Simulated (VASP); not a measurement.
# Zr2W (P4_2/mnm) in VASP: further runs, part 2 of 2

VASP 6.6.1. Earlier steps stand in the parts before.

## 5. Single point, PBE

This run uses another cell than the first one, of 25.06 Å³/atom.

File INCAR:

```
ALGO = Normal ; EDIFF = 1E-6
ENCUT = 500 ; GGA = PE
GGA_COMPAT = False ; ISIF = 2
ISMEAR = 0 ; LASPH = True
LCHARG = True ; LELF = True
LREAL = False ; LVHAR = True
LWAVE = False ; NBANDS = 47
NELM = 120 ; PREC = Accurate
SIGMA = 0.1
```

File KPOINTS:

```
k-points
0
Gamma
  8 8 8
```

File POSCAR:

```
Zr2W
1.0
    5.7958532005      0.0000000000      0.0000000000
    0.0000000000      5.7958532005      0.0000000000
    0.0000000000      0.0000000000      4.4768574105
Zr W
4 2
Direct
    0.3139487200      0.3139487200      0.0000000000
    0.1860512800      0.8139487200      0.5000000000
    0.6860512800      0.6860512800      0.0000000000
    0.8139487200      0.1860512800      0.5000000000
    0.0000000000      0.0000000000      0.0000000000
    0.5000000000      0.5000000000      0.5000000000
```

Potentials or basis: VASP PAW PBE potentials, release 64 (Zr_sv, W_sv).

Command:

```
cat potpaw_PBE.64/Zr_sv/POTCAR potpaw_PBE.64/W_sv/POTCAR > POTCAR
mpirun -np 1 vasp_std > vasp.out
```

OUTCAR:

```text
EDIFF = 1E-6
   ENCUT = 500
   GGA = PE
   ISIF = 2
   ISMEAR = 0
   LASPH = True
   LREAL = False
   NELM = 120
   PREC = Accurate

 ion  position               nearest neighbor table
   1  0.314  0.314  0.000-   5 2.57   6 2.71   6 2.71   3 3.05   4 3.74   2 3.74   4 3.74   2 3.74
                             2 3.74   2 3.74   4 3.74   4 3.74
   2  0.186  0.814  0.500-   6 2.57   5 2.71   5 2.71   4 3.05   1 3.74   1 3.74   3 3.74   3 3.74
[... 1416 lines left out ...]
  -------------------------------------------------------------------------------------
  Total        0.1972766      0.1972766      0.1988100      0.0000000      0.0000000      0.0000000
  in kB        2.1017354      2.1017354      2.1180722      0.0000000      0.0000000      0.0000000
  external PRESSURE =       2.1071810 kB  Pullay stress =       0.0000000 kB

 VOLUME and BASIS-vectors are now :
 -----------------------------------------------------------------------------
  energy-cutoff  :      500.00
  volume of cell :      150.39
      direct lattice vectors                 reciprocal lattice vectors
     5.795853200  0.000000000  0.000000000     0.172537151  0.000000000  0.000000000
     0.000000000  5.795853200  0.000000000     0.000000000  0.172537151  0.000000000
     0.000000000  0.000000000  4.476857411     0.000000000  0.000000000  0.223370974

 POSITION                                       TOTAL-FORCE (eV/Angst)
 -----------------------------------------------------------------------------------
      1.81960      1.81960      0.00000         0.008884      0.008884     -0.000000
      1.07833      4.71753      2.23843        -0.008884      0.008884      0.000000
      3.97625      3.97625      0.00000        -0.008884     -0.008884      0.000000
      4.71753      1.07833      2.23843         0.008884     -0.008884      0.000000
      0.00000      0.00000      0.00000         0.000000     -0.000000      0.000000
      2.89793      2.89793      2.23843         0.000000     -0.000000      0.000000
 -----------------------------------------------------------------------------------
    total drift:                                0.000000      0.000000      0.000000

  FREE ENERGIE OF THE ION-ELECTRON SYSTEM (eV)
  ---------------------------------------------------
  free  energy   TOTEN  =       -54.5255265256 eV

  energy  without entropy=      -54.5036813159  energy(sigma->0) =      -54.51460392
```

OSZICAR:

```text
N       E                     dE             d eps       ncg     rms          rms(c)
DAV:   1     0.889929172917E+03    0.88993E+03   -0.40135E+04  7114   0.161E+03
DAV:   2     0.154292595063E+02   -0.87450E+03   -0.85319E+03  7533   0.509E+02
DAV:   3    -0.521495798276E+02   -0.67579E+02   -0.65251E+02 11147   0.115E+02
DAV:   4    -0.576453997245E+02   -0.54958E+01   -0.54488E+01 11036   0.265E+01
DAV:   5    -0.580137059823E+02   -0.36831E+00   -0.36810E+00 10256   0.564E+00    0.313E+01
DAV:   6    -0.561303062054E+02    0.18834E+01   -0.36382E+01  9466   0.177E+01    0.207E+01
DAV:   7    -0.547847089796E+02    0.13456E+01   -0.13467E+01  7913   0.127E+01    0.872E+00
DAV:   8    -0.545103627315E+02    0.27435E+00   -0.15547E+00  8837   0.501E+00    0.119E+00
DAV:   9    -0.545268202751E+02   -0.16458E-01   -0.15777E-01  9702   0.134E+00    0.743E-01
DAV:  10    -0.545257453228E+02    0.10750E-02   -0.17417E-02  9770   0.565E-01    0.263E-01
DAV:  11    -0.545255618211E+02    0.18350E-03   -0.62455E-04  9462   0.136E-01    0.120E-01
DAV:  12    -0.545255313279E+02    0.30493E-04   -0.30591E-04  9595   0.828E-02    0.168E-02
DAV:  13    -0.545255266335E+02    0.46944E-05   -0.13269E-05  9782   0.163E-02    0.938E-03
DAV:  14    -0.545255265256E+02    0.10790E-06   -0.65350E-06  7105   0.999E-03
   1 F= -.54525527E+02 E0= -.54514604E+02  d E =-.218452E-01
```

stdout:

```text
POSCAR found type information on POSCAR ZrW
 POSCAR found :  2 types and       6 ions
 scaLAPACK will be used
 LDA part: xc-table for (Slater+PW92), standard interpolation
 POSCAR, INCAR and KPOINTS ok, starting setup
 FFT: planning ... GRIDC
 FFT: planning ... GRID_SOFT
 FFT: planning ... GRID
 WAVECAR not read
 entering main loop
```

Run time: 4.3 min. Hardware: 1 thread of Intel Xeon 6975P-C (Granite Rapids), shared host; peak memory 0.5 GiB.

Results:

- Free energy: -54.5255 eV
- Pressure: 0.2 GPa
- Largest force: 0.013 eV/Å
- Band gap on the k mesh: zero (bands 38 and 39 overlap by 0.53 eV)

Forces in eV/Å, atoms in the order of the input:
```
Zr   0.009  0.009  0.000
Zr  -0.009  0.009  0.000
Zr  -0.009 -0.009  0.000
Zr   0.009 -0.009  0.000
W    0.000  0.000  0.000
W    0.000  0.000  0.000
```

Levels at points of the mesh, in eV from the Fermi level:
| k point | band 36 | band 37 | band 38 | band 39 | band 40 | band 41 |
| --- | --- | --- | --- | --- | --- | --- |
| (0.00, 0.00, 0.00) | -0.63 | -0.32 | 0.04 | 0.04 | 0.07 | 1.56 |
| (0.50, 0.00, 0.00) | -0.84 | -0.76 | -0.76 | 0.73 | 0.73 | 0.82 |
| (0.50, 0.50, 0.00) | -0.52 | -0.07 | -0.07 | 0.12 | 0.12 | 0.26 |
| (0.00, 0.00, 0.50) | -1.27 | 0.38 | 0.38 | 1.25 | 1.25 | 1.43 |
| (0.50, 0.00, 0.50) | -0.78 | 0.10 | 0.10 | 0.36 | 0.36 | 0.43 |
| (0.50, 0.50, 0.50) | -0.91 | -0.65 | -0.65 | 0.39 | 0.39 | 1.58 |

Caveat: spin-orbit coupling is left out, which moves the levels of the heavy elements.

## 6. The runs side by side

```csv
task,cell,k mesh,gap on the mesh (eV),pressure (GPa),largest force (eV/Å)
single point,"a = 5.430, b = 5.430, c = 3.497 Å, 6 atoms, atomic positions A",4 × 4 × 6,none,86.7,2.49
single point,"a = 5.814, b = 5.814, c = 4.465 Å, 6 atoms, atomic positions B",4 × 4 × 6,none,0.0,-
relaxation of cell and atoms,"relaxed from a = 5.430, b = 5.430, c = 3.497 Å, 6 atoms, atomic positions A",4 × 4 × 6,none,0.1,0.01
single point,"a = 5.796, b = 5.796, c = 4.477 Å, 6 atoms, atomic positions B",8 × 8 × 8,none,0.2,0.01
```

Alike in all rows: level PBE; potentials or basis VASP PAW PBE potentials, release 64 (Zr_sv, W_sv); no spin polarisation; cutoff (eV) 500; smearing gaussian 0.1 eV.

Caveats: spin-orbit coupling is left out, which moves the levels of the heavy elements; the cell stands under pressure (at least some runs); forces of over 1 eV/Å act on the atoms, so gaps and moduli don't describe the material at rest (at least some runs); the volume moved by over 15 % at a fixed basis, so the end points are rough (at least some runs).

Absolute energies hang on the potentials; compare differences alone.
